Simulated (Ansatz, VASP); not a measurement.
## One calculation of B5W, two programs

```xyz
6
Lattice="4.3110 0.0000 0.0000 -2.1555 3.7334 0.0000 0.0000 0.0000 5.8214" Properties=species:S:1:pos:R:3 pbc="T T T"
B     2.1555    0.0000    0.0000
B    -1.0777    1.8667    0.0000
B     1.0777    1.8667    0.0000
B     0.0000    0.0000    3.7363
B     0.0000    0.0000    2.0851
W     0.0000    0.0000    0.0000
```

Alike in both runs: task relaxation of cell and atoms; functional PBE; k mesh 12 × 12 × 6; occupations gaussian, width 0.1 eV; no spin polarisation.

|  | VASP | Ansatz |
| --- | --- | --- |
| version | VASP 6.6.1 | Ansatz 0.2.0 |
| potentials or method | VASP PAW PBE potentials, release 64 (B, W_sv), cutoff 600 eV | scalar-relativistic, plane waves, PAW |
| valence electrons in the cell | 29 | 29 |

Ansatz gave:

| Property | Result |
| --- | --- |
| gap on the k mesh at the Fermi level, each at its own relaxed structure (eV) | none |
| relaxed volume (Å³/atom) | 15.61 |
| relaxed length of the cell vector where the two differ most in proportion (Å) | 5.827 |

Q: Which values does VASP return?

A: gap on the k mesh at the Fermi level, each at its own relaxed structure (eV): none; relaxed volume (Å³/atom): 15.62; relaxed length of the cell vector where the two differ most in proportion (Å): 5.827.

A gap of «none» marks a metal or a gap that the smearing closes.

Neither program's run includes spin-orbit coupling.
